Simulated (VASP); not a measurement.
Na6Cl, 14 atoms in the cell. The cell holds a slab with vacuum, 14 atoms: a = 7.063 Å, b = 7.063 Å, c = 23.939 Å, α = 90.00°, β = 90.00°, γ = 109.47°. 

- Program: VASP 6.6.1
- Task: single point
- Functional: PBE
- Dispersion: D3(BJ)
- Potentials or basis: VASP PAW PBE potentials, release 64 (Na_pv, Cl)
- Cutoff: 520 eV
- k mesh: 3 × 3 × 1
- Occupations: gaussian, width 0.1 eV
- Spin: no spin polarisation
- Dipole correction: yes
- Further INCAR settings: ALGO = Normal; EDIFF = 1e-06; NBANDS = 62

Potentials or basis: VASP PAW PBE potentials, release 64 (Na_pv, Cl).

Launch:

```sh
$ cat potpaw_PBE.64/Na_pv/POTCAR potpaw_PBE.64/Cl/POTCAR > POTCAR
$ mpirun -np 1 vasp_std > vasp.out
```

Hardware: 1 thread of Intel(R) Xeon(R) Platinum 8259CL CPU @ 2.50GHz (Skylake/Cascade Lake) (shared host).

Problem. How long does it take, and how much memory?

Solution. It took 13 min on 1 thread of Intel(R) Xeon(R) Platinum 8259CL CPU @ 2.50GHz (Skylake/Cascade Lake) (shared host), peak memory 1 GiB. Counts: scf iterations 24, k points 5.
